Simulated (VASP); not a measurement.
# SnO2 (Cassiterite) (P4_2/mnm) in VASP: a series of runs, part 2 of 2

VASP 6.6.1. Earlier steps stand in the parts before.

### Step 5. Single point, PBE

This run uses another cell than the first one, of 13.11 Å³/atom, 1.073 times its volume.

INCAR

```
SYSTEM = SnO2
  PREC = Accurate
  ENCUT = 520
  EDIFF = 1E-6
  ISMEAR = -1
  SIGMA = 0.05
  LREAL = .False.
  LASPH = .True.
  NELM = 80
  ALGO = Normal
  ISIF = 2
  LWAVE = .False.
  LCHARG = .True.
  GGA = PE
  LELF = .True.
  LVHAR = .True.
  NBANDS = 35
```

KPOINTS

```
regular mesh
0
Gamma
  4 4 6
  0 0 0
```

POSCAR

```
SnO2
1.0
    4.8909431870      0.0000000000      0.0000000000
    0.0000000000      4.8909431870      0.0000000000
    0.0000000000      0.0000000000      3.2893605879
Sn O
2 4
Direct
    0.0000000000      0.0000000000      0.0000000000
    0.5000000000      0.5000000000      0.5000000000
    0.3071000000      0.3071000000      0.0000000000
    0.1929000000      0.8071000000      0.5000000000
    0.6929000000      0.6929000000      0.0000000000
    0.8071000000      0.1929000000      0.5000000000
```

Potentials or basis: VASP PAW PBE potentials, release 64 (Sn_d, O).

Command:

```console
cat potpaw_PBE.64/Sn_d/POTCAR potpaw_PBE.64/O/POTCAR > POTCAR
mpirun -np 1 vasp_std > vasp.out
```

OUTCAR:

```text
SYSTEM = SnO2
   PREC = Accurate
   ENCUT = 520
   EDIFF = 1E-6
   ISMEAR = -1
   LREAL = .False.
   LASPH = .True.
   NELM = 80
   ISIF = 2
   GGA = PE

 ion  position               nearest neighbor table
   1  0.000  0.000  0.000-   4 2.12   6 2.12   4 2.12   6 2.12   5 2.12   3 2.12
   2  0.500  0.500  0.500-   3 2.12   5 2.12   3 2.12   5 2.12   4 2.12   6 2.12
   3  0.307  0.307  0.000-   2 2.12   2 2.12   1 2.12
   4  0.193  0.807  0.500-   1 2.12   1 2.12   2 2.12
   5  0.693  0.693  0.000-   2 2.12   2 2.12   1 2.12
   6  0.807  0.193  0.500-   1 2.12   1 2.12   2 2.12

  LATTYP: Found a simple tetragonal cell.
 ALAT       =     4.8909431870
 C/A-ratio  =     0.6725411566

  Lattice vectors:

 A1 = (   4.8909431870,   0.0000000000,   0.0000000000)
 A2 = (   0.0000000000,   4.8909431870,   0.0000000000)
 A3 = (   0.0000000000,   0.0000000000,   3.2893605879)

Analysis of symmetry for initial positions (statically):
=====================================================================
 Subroutine PRICEL returns:
 Original cell was already a primitive cell.

 Routine SETGRP: Setting up the symmetry group for a
 simple tetragonal supercell.

 Subroutine GETGRP returns: Found 16 space group operations
 (whereof  8 operations were pure point group operations)
 out of a pool of 16 trial point group operations.

The static configuration has the point symmetry D_2h.
 The point group associated with its full space group is D_4h.

Analysis of symmetry for dynamics (positions and initial velocities):
=====================================================================
 Subroutine PRICEL returns:
 Original cell was already a primitive cell.

 Routine SETGRP: Setting up the symmetry group for a
 simple tetragonal supercell.

 Subroutine GETGRP returns: Found 16 space group operations
 (whereof  8 operations were pure point group operations)
 out of a pool of 16 trial point group operations.

The dynamic configuration has the point symmetry D_2h.
 The point group associated with its full space group is D_4h.

[... 126 lines left out ...]
  volume/ion in A,a.u.               =      13.11        88.50
  Fermi-wavevector in a.u.,A,eV,Ry     =   1.425970  2.694692 27.665954  2.033390
  Thomas-Fermi vector in A             =   2.546297
   LORBIT       =      0    0 simple, 1 ext, 2 COOP (PROOUT), +10 PAW based schemes
   GGA     = PE    functional components
   LHFCALC =     F    Hartree Fock is set to
   AEXX    =    0.0000 exact exchange contribution
   IVDW    =     0    specifies the selected vdW correction
   LEPSILON=     F    determine dielectric tensor
   LRPA    =     F    only Hartree local field effects (RPA)
 non-spin polarized calculation
  energy-cutoff  :      520.00
  volume of cell :       78.69
 maximum number of plane-waves:      2144
   NGX = 19   NGY = 19   NGZ = 13

 number of electron      51.9999968 magnetization

 Free energy of the ion-electron system (eV)
  ---------------------------------------------------
  ext. energy  EPLUGINS =         0.00000000
  ---------------------------------------------------
  free energy    TOTEN  =       -37.25232337 eV

  energy without entropy =      -37.25163671  energy(sigma->0) =      -37.25198004

 E-fermi :   5.1889     XC(G=0): -10.7600

 val. band max:        5.0695596348   @ k =   0.0000   0.0000   0.0000
 cond. band min:       5.3034834703   @ k =   0.0000   0.0000   0.0000
 fundamental gap:      0.2339238355
 Fermi energy:         5.1889286800

 k-point     1 :       0.0000    0.0000    0.0000
  band No.  band energies     occupation
      1     -15.9209      2.00000
      2     -15.3486      2.00000
      3     -15.2035      2.00000
      4     -15.1749      2.00000
      5     -15.1749      2.00000
      6     -15.1229      2.00000
[... 901 lines left out ...]
     34      15.2654      0.00000
     35      17.6852      0.00000

------------------------ aborting loop because EDIFF is reached ----------------------------------------

  FORCE on cell =-STRESS in cart. coord.  units (eV):
  Direction    XX          YY          ZZ          XY          YZ          ZX
  --------------------------------------------------------------------------------------
  -------------------------------------------------------------------------------------
  Total       -2.7219233     -2.7219233     -3.8587607      0.0000000      0.0000000      0.0000000
  in kB      -55.4229629    -55.4229629    -78.5708964      0.0000000      0.0000000      0.0000000
  external PRESSURE =     -63.1389407 kB  Pullay stress =       0.0000000 kB

 VOLUME and BASIS-vectors are now :
 -----------------------------------------------------------------------------
  energy-cutoff  :      520.00
  volume of cell :       78.69
      direct lattice vectors                 reciprocal lattice vectors
     4.890943187  0.000000000  0.000000000     0.204459541  0.000000000  0.000000000
     0.000000000  4.890943187  0.000000000     0.000000000  0.204459541  0.000000000
     0.000000000  0.000000000  3.289360588     0.000000000  0.000000000  0.304010452

 POSITION                                       TOTAL-FORCE (eV/Angst)
 -----------------------------------------------------------------------------------
      0.00000      0.00000      0.00000        -0.000000      0.000000     -0.000000
      2.44547      2.44547      1.64468        -0.000000      0.000000     -0.000000
      1.50201      1.50201      0.00000         0.042442      0.042442      0.000000
      0.94346      3.94748      1.64468        -0.042442      0.042442      0.000000
      3.38893      3.38893      0.00000        -0.042442     -0.042442     -0.000000
      3.94748      0.94346      1.64468         0.042442     -0.042442     -0.000000
 -----------------------------------------------------------------------------------
    total drift:                               -0.000000      0.000000      0.000000

  FREE ENERGIE OF THE ION-ELECTRON SYSTEM (eV)
  ---------------------------------------------------
  free  energy   TOTEN  =       -37.2523233686 eV

  energy  without entropy=      -37.2516367139  energy(sigma->0) =      -37.25198004
```

Run time: 39 s. Hardware: 1 thread of Intel Xeon 6975P-C, shared host; peak memory 0.2 GiB.

What came out:

```
Free energy            : -37.2523 eV
Pressure               : -6.3 GPa
Largest force          : 0.060 eV/Å
Band gap on the k mesh : 0.23 eV, direct
```

Forces in eV/Å, atoms in the order of the input:
```
Sn   0.000  0.000  0.000
Sn   0.000  0.000  0.000
O    0.042  0.042  0.000
O   -0.042  0.042  0.000
O   -0.042 -0.042  0.000
O    0.042 -0.042  0.000
```

Caveat: spin-orbit coupling is left out, which moves the levels of the heavy elements.

### Step 6. The runs side by side

```csv
cell,gap on the mesh (eV),pressure (GPa),largest force (eV/Å)
"a = 4.777, b = 4.777, c = 3.213 Å, 6 atoms",0.99,6.3,0.19
"a = 4.816, b = 4.816, c = 3.239 Å, 6 atoms",0.72,1.5,0.10
"a = 4.854, b = 4.854, c = 3.264 Å, 6 atoms",0.47,-2.7,0.02
"a = 4.891, b = 4.891, c = 3.289 Å, 6 atoms",0.23,-6.3,0.06
```

Alike in all rows: task single point; level PBE; potentials or basis VASP PAW PBE potentials, release 64 (Sn_d, O); no spin polarisation; k mesh 4 × 4 × 6; cutoff (eV) 520; smearing fermi-dirac 0.05 eV.

Caveats: spin-orbit coupling is left out, which moves the levels of the heavy elements.

Absolute energies hang on the potentials; compare differences alone.
